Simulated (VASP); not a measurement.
# GaN in VASP: a series of runs, part 2 of 3

VASP 6.6.1. The steps go on from the part before.

## (4) Electric field gradients, PBEsol (volume scaled by 0.94)

File INCAR:

```
SYSTEM = GaN
ALGO = Normal
EDIFF = 1E-8
ENCUT = 520
GGA = PS
ISIF = 2
ISMEAR = -1
LASPH = .TRUE.
LCHARG = .FALSE.
LEFG = .TRUE.
LREAL = .FALSE.
LWAVE = .FALSE.
NBANDS = 16
NELM = 100
PREC = Accurate
SIGMA = 0.02
```

File KPOINTS:

```
k-points
0
G
  13 13 13
  0 0 0
```

File POSCAR:

```
GaN
1.0
    0.0000000000      1.9518253216      1.9518253216
    1.9518253216      0.0000000000      1.9518253216
    1.9518253216      1.9518253216      0.0000000000
Ga N
1 1
Direct
    0.5000000000      0.5000000000      0.5000000000
    0.0000000000      0.0000000000      0.0000000000
```

Potentials or basis: VASP PAW PBE potentials, release 64 (Ga_d, N).

On the command line:

```console
$ cat potpaw_PBE.64/Ga_d/POTCAR potpaw_PBE.64/N/POTCAR > POTCAR
$ mpirun -np 1 vasp_std > vasp.out
```

OUTCAR:

```text
SYSTEM = GaN
   EDIFF = 1E-8
   ENCUT = 520
   GGA = PS
   ISIF = 2
   ISMEAR = -1
   LASPH = .TRUE.
   LREAL = .FALSE.
   NELM = 100
   PREC = Accurate

 ion  position               nearest neighbor table
   1  0.500  0.500  0.500-   2 1.95   2 1.95   2 1.95   2 1.95   2 1.95   2 1.95
   2  0.000  0.000  0.000-   1 1.95   1 1.95   1 1.95   1 1.95   1 1.95   1 1.95

  LATTYP: Found a face centered cubic cell.
 ALAT       =     3.9036506432

  Lattice vectors:

 A1 = (   0.0000000000,   1.9518253216,   1.9518253216)
 A2 = (   1.9518253216,   0.0000000000,   1.9518253216)
 A3 = (   1.9518253216,   1.9518253216,   0.0000000000)

Analysis of symmetry for initial positions (statically):
=====================================================================
 Subroutine PRICEL returns:
 Original cell was already a primitive cell.

 Routine SETGRP: Setting up the symmetry group for a
 face centered cubic supercell.

[... 645 lines left out ...]
      direct lattice vectors                 reciprocal lattice vectors
     0.000000000  1.951825322  1.951825322    -0.256170465  0.256170465  0.256170465
     1.951825322  0.000000000  1.951825322     0.256170465 -0.256170465  0.256170465
     1.951825322  1.951825322  0.000000000     0.256170465  0.256170465 -0.256170465

 POSITION                                       TOTAL-FORCE (eV/Angst)
 -----------------------------------------------------------------------------------
      1.95183      1.95183      1.95183        -0.000000      0.000000      0.000000
      0.00000      0.00000      0.00000         0.000000     -0.000000     -0.000000
 -----------------------------------------------------------------------------------
    total drift:                                0.000000     -0.000000      0.000000

  FREE ENERGIE OF THE ION-ELECTRON SYSTEM (eV)
  ---------------------------------------------------
  free  energy   TOTEN  =       -11.3352608599 eV

  energy  without entropy=      -11.3352608599  energy(sigma->0) =      -11.33526086

 Electric field gradients (V/A^2)
---------------------------------------------------------------------
 ion       V_xx      V_yy      V_zz      V_xy      V_xz      V_yz
---------------------------------------------------------------------
   1      -0.000    -0.000    -0.000    -0.001    -0.001    -0.001
   2       0.000    -0.000     0.000     0.000     0.000     0.000
---------------------------------------------------------------------

 Electric field gradients after diagonalization (V/A^2)
 (convention: |V_zz| > |V_xx| > |V_yy|)
----------------------------------------------------------------------
 ion       V_xx      V_yy      V_zz     asymmetry (V_yy - V_xx)/ V_zz
----------------------------------------------------------------------
   1       0.001     0.001    -0.002       0.000
   2      -0.000    -0.000     0.001       0.000
----------------------------------------------------------------------

           NMR quadrupolar parameters

 Cq : quadrupolar parameter    Cq=e*Q*V_zz/h
 eta: asymmetry parameters     (V_yy - V_xx)/ V_zz
 Q  : nuclear electric quadrupole moment in mb (millibarn)
----------------------------------------------------------------------
 ion       Cq(MHz)       eta       Q (mb)
----------------------------------------------------------------------
   1      -0.000       0.000       1.000
   2       0.000       0.000       1.000
----------------------------------------------------------------------
```

OSZICAR:

```text
N       E                     dE             d eps       ncg     rms          rms(c)
DAV:   1     0.685957224050E+02    0.68596E+02   -0.88769E+03  3080   0.229E+03
DAV:   2    -0.975654499842E+01   -0.78352E+02   -0.73643E+02  3144   0.324E+02
DAV:   3    -0.133345239395E+02   -0.35780E+01   -0.35676E+01  3032   0.595E+01
DAV:   4    -0.133634592617E+02   -0.28935E-01   -0.28933E-01  3368   0.544E+00
DAV:   5    -0.133637149048E+02   -0.25564E-03   -0.25564E-03  3184   0.476E-01    0.781E+00
DAV:   6    -0.114143445158E+02    0.19494E+01   -0.34915E+00  3984   0.500E+01    0.263E+00
DAV:   7    -0.113623357009E+02    0.52009E-01   -0.34308E-01  3104   0.549E+00    0.169E+00
DAV:   8    -0.113371709407E+02    0.25165E-01   -0.25119E-02  3672   0.309E+00    0.339E-01
DAV:   9    -0.113353110162E+02    0.18599E-02   -0.58584E-03  3560   0.272E+00    0.707E-02
DAV:  10    -0.113352607538E+02    0.50262E-04   -0.35855E-04  3024   0.234E-01    0.243E-02
DAV:  11    -0.113352625838E+02   -0.18300E-05   -0.55715E-05  3520   0.112E-01    0.225E-02
DAV:  12    -0.113352608450E+02    0.17388E-05   -0.44155E-06  3264   0.291E-02    0.662E-03
DAV:  13    -0.113352608378E+02    0.72187E-08   -0.25762E-07  3544   0.580E-03    0.267E-03
DAV:  14    -0.113352608530E+02   -0.15209E-07   -0.75848E-09  2168   0.123E-03    0.796E-04
DAV:  15    -0.113352608599E+02   -0.68871E-08   -0.36858E-09  1768   0.552E-04
   1 F= -.11335261E+02 E0= -.11335261E+02  d E =-.116877E-12
```

It took 26 s on 1 thread of Intel Xeon Platinum 8259CL at 2.50GHz (Skylake/Cascade Lake), shared host; peak memory 0.15 GiB.

Results:

| Property | Result |
| --- | --- |
| Free energy | -11.3353 eV |
| Pressure | 92.5 GPa |
| Band gap on the k mesh | 2.27 eV, indirect (least direct gap 5.81 eV) |

Caveat: without QUAD_EFG the Cq values of the log hold for a quadrupole moment of 1 mb, not for the nuclei; the PAW data sets were made with another functional, which shifts forces and pressure a little. A k mesh can miss the band edges.

## (5) Electric field gradients, PBEsol (volume scaled by 0.9405)

File INCAR:

```
SYSTEM = GaN
PREC     = Accurate       ! precision mode
ENCUT    = 520            ! plane-wave cutoff, eV
EDIFF    = 1E-8           ! SCF threshold, eV
ISMEAR   = -1             ! smearing method
SIGMA    = 0.02           ! smearing width, eV
LREAL    = .False.        ! projectors in reciprocal space
LASPH    = .True.         ! aspherical terms in the spheres
NELM     = 100            ! most SCF steps
ALGO     = Normal         ! electronic algorithm
ISIF     = 2              ! what is computed and relaxed
LWAVE    = .False.        ! write WAVECAR
LCHARG   = .False.        ! write CHGCAR
GGA      = PS             ! functional
LEFG     = .True.       
NBANDS   = 16             ! bands
```

File KPOINTS:

```
regular mesh
0
Gamma
  13 13 13
  0 0 0
```

File POSCAR:

```
GaN
1.0
    0.0000000000      1.9521713286      1.9521713286
    1.9521713286      0.0000000000      1.9521713286
    1.9521713286      1.9521713286      0.0000000000
Ga N
1 1
Direct
    0.5000000000      0.5000000000      0.5000000000
    0.0000000000      0.0000000000      0.0000000000
```

Potentials or basis: VASP PAW PBE potentials, release 64 (Ga_d, N).

On the command line:

```console
$ cat potpaw_PBE.64/Ga_d/POTCAR potpaw_PBE.64/N/POTCAR > POTCAR
$ mpirun -np 1 vasp_std > vasp.out
```

OUTCAR:

```text
SYSTEM = GaN
   PREC = Accurate
   ENCUT = 520
   EDIFF = 1E-8
   ISMEAR = -1
   LREAL = .False.
   LASPH = .True.
   NELM = 100
   ISIF = 2
   GGA = PS

 ion  position               nearest neighbor table
   1  0.500  0.500  0.500-   2 1.95   2 1.95   2 1.95   2 1.95   2 1.95   2 1.95
   2  0.000  0.000  0.000-   1 1.95   1 1.95   1 1.95   1 1.95   1 1.95   1 1.95

  LATTYP: Found a face centered cubic cell.
 ALAT       =     3.9043426572

  Lattice vectors:

 A1 = (   0.0000000000,   1.9521713286,   1.9521713286)
 A2 = (   1.9521713286,   0.0000000000,   1.9521713286)
 A3 = (   1.9521713286,   1.9521713286,   0.0000000000)

Analysis of symmetry for initial positions (statically):
=====================================================================
 Subroutine PRICEL returns:
 Original cell was already a primitive cell.

 Routine SETGRP: Setting up the symmetry group for a
 face centered cubic supercell.

 Subroutine GETGRP returns: Found 48 space group operations
 (whereof 48 operations were pure point group operations)
 out of a pool of 48 trial point group operations.

The static configuration has the point symmetry O_h .

Analysis of symmetry for dynamics (positions and initial velocities):
=====================================================================
 Subroutine PRICEL returns:
 Original cell was already a primitive cell.

 Routine SETGRP: Setting up the symmetry group for a
 face centered cubic supercell.

 Subroutine GETGRP returns: Found 48 space group operations
 (whereof 48 operations were pure point group operations)
 out of a pool of 48 trial point group operations.

The dynamic configuration has the point symmetry O_h .

[... 151 lines left out ...]
 Fermi energy:        11.6486630314

 k-point     1 :       0.0000    0.0000    0.0000
  band No.  band energies     occupation
      1      -8.9152      2.00000
      2      -2.8848      2.00000
      3      -2.8848      2.00000
      4      -2.8848      2.00000
      5      -2.7037      2.00000
      6      -2.7037      2.00000
[... 433 lines left out ...]
      3      -3.0673      2.00000
      4      -2.9688      2.00000
      5      -2.4323      2.00000
      6      -2.1865      2.00000
[... 8 lines left out ...]
     15      34.7201      0.00000
     16      38.2758      0.00000

 [... further k-points ...]
[... 5 lines left out ...]
  --------------------------------------------------------------------------------------
  -------------------------------------------------------------------------------------
  Total        8.5632819      8.5632819      8.5632819      0.0000000      0.0000000      0.0000000
  in kB      922.0766822    922.0766822    922.0766822      0.0000000      0.0000000      0.0000000
  external PRESSURE =     922.0766822 kB  Pullay stress =       0.0000000 kB

 VOLUME and BASIS-vectors are now :
 -----------------------------------------------------------------------------
  energy-cutoff  :      520.00
  volume of cell :       14.88
      direct lattice vectors                 reciprocal lattice vectors
     0.000000000  1.952171329  1.952171329    -0.256125061  0.256125061  0.256125061
     1.952171329  0.000000000  1.952171329     0.256125061 -0.256125061  0.256125061
     1.952171329  1.952171329  0.000000000     0.256125061  0.256125061 -0.256125061

 POSITION                                       TOTAL-FORCE (eV/Angst)
 -----------------------------------------------------------------------------------
      1.95217      1.95217      1.95217        -0.000000      0.000000      0.000000
      0.00000      0.00000      0.00000         0.000000      0.000000     -0.000000
 -----------------------------------------------------------------------------------
    total drift:                                0.000000     -0.000000      0.000000

  FREE ENERGIE OF THE ION-ELECTRON SYSTEM (eV)
  ---------------------------------------------------
  free  energy   TOTEN  =       -11.3398314239 eV

  energy  without entropy=      -11.3398314239  energy(sigma->0) =      -11.33983142

 Electric field gradients (V/A^2)
---------------------------------------------------------------------
 ion       V_xx      V_yy      V_zz      V_xy      V_xz      V_yz
---------------------------------------------------------------------
   1      -0.000    -0.000    -0.000    -0.001    -0.001    -0.001
   2      -0.000     0.000     0.000     0.000     0.000     0.000
---------------------------------------------------------------------

 Electric field gradients after diagonalization (V/A^2)
 (convention: |V_zz| > |V_xx| > |V_yy|)
----------------------------------------------------------------------
 ion       V_xx      V_yy      V_zz     asymmetry (V_yy - V_xx)/ V_zz
----------------------------------------------------------------------
   1       0.001     0.001    -0.002       0.000
   2      -0.000    -0.000     0.001       0.000
----------------------------------------------------------------------

           NMR quadrupolar parameters

 Cq : quadrupolar parameter    Cq=e*Q*V_zz/h
 eta: asymmetry parameters     (V_yy - V_xx)/ V_zz
 Q  : nuclear electric quadrupole moment in mb (millibarn)
----------------------------------------------------------------------
 ion       Cq(MHz)       eta       Q (mb)
----------------------------------------------------------------------
   1      -0.000       0.000       1.000
   2       0.000       0.000       1.000
----------------------------------------------------------------------
```

OSZICAR:

```text
N       E                     dE             d eps       ncg     rms          rms(c)
DAV:   1     0.708156446681E+02    0.70816E+02   -0.88881E+03  3024   0.227E+03
DAV:   2    -0.966306279212E+01   -0.80479E+02   -0.75404E+02  3152   0.326E+02
DAV:   3    -0.133375206104E+02   -0.36745E+01   -0.36633E+01  3072   0.601E+01
DAV:   4    -0.133668067007E+02   -0.29286E-01   -0.29285E-01  3296   0.540E+00
DAV:   5    -0.133670547306E+02   -0.24803E-03   -0.24803E-03  3280   0.475E-01    0.781E+00
DAV:   6    -0.114185553314E+02    0.19485E+01   -0.34889E+00  3952   0.500E+01    0.263E+00
DAV:   7    -0.113668807606E+02    0.51675E-01   -0.34476E-01  3120   0.550E+00    0.169E+00
DAV:   8    -0.113417610892E+02    0.25120E-01   -0.25248E-02  3616   0.310E+00    0.340E-01
DAV:   9    -0.113398820335E+02    0.18791E-02   -0.59363E-03  3584   0.273E+00    0.709E-02
DAV:  10    -0.113398317509E+02    0.50283E-04   -0.36116E-04  2984   0.235E-01    0.250E-02
DAV:  11    -0.113398331502E+02   -0.13993E-05   -0.58104E-05  3520   0.114E-01    0.228E-02
DAV:  12    -0.113398314111E+02    0.17391E-05   -0.44973E-06  3296   0.293E-02    0.685E-03
DAV:  13    -0.113398314013E+02    0.97866E-08   -0.25878E-07  3472   0.579E-03    0.281E-03
DAV:  14    -0.113398314166E+02   -0.15328E-07   -0.87350E-09  2240   0.131E-03    0.832E-04
DAV:  15    -0.113398314239E+02   -0.72428E-08   -0.41182E-09  1696   0.581E-04
   1 F= -.11339831E+02 E0= -.11339831E+02  d E =-.102839E-12
```

stdout:

```text
POSCAR found type information on POSCAR GaN
 POSCAR found :  2 types and       2 ions
 scaLAPACK will be used
 -----------------------------------------------------------------------------
|                                                                             |
|                                                                             |
|     You enforced a specific xc type in the INCAR file but a different       |
|     I HOPE YOU KNOW WHAT YOU ARE DOING!                                     |
|                                                                             |
 -----------------------------------------------------------------------------

 LDA part: xc-table for (Slater+PW92), standard interpolation
 POSCAR, INCAR and KPOINTS ok, starting setup
 FFT: planning ... GRIDC
 FFT: planning ... GRID_SOFT
 FFT: planning ... GRID
 WAVECAR not read
 entering main loop
ion   1

ion   2
```

It took 26 s on 1 thread of Intel Xeon Platinum 8259CL at 2.50GHz (Skylake/Cascade Lake), shared host; peak memory 0.15 GiB.

Results:

```
Free energy            : -11.3398 eV
Pressure               : 92.2 GPa
Band gap on the k mesh : 2.27 eV, indirect (least direct gap 5.80 eV)
```

Levels at points of the mesh, in eV from the valence-band top:
| k point | band 5 | band 6 | band 7 | band 8 | band 9 | band 10 | band 11 | band 12 | band 13 | band 14 |
| --- | --- | --- | --- | --- | --- | --- | --- | --- | --- | --- |
| (0.00, 0.00, 0.00) | -13.84 | -13.84 | -0.89 | -0.89 | -0.89 | 5.30 | 16.09 | 16.09 | 16.09 | 16.61 |

Caveat: without QUAD_EFG the Cq values of the log hold for a quadrupole moment of 1 mb, not for the nuclei; the PAW data sets were made with another functional, which shifts forces and pressure a little. A k mesh can miss the band edges.

[end of part 2 of 3]
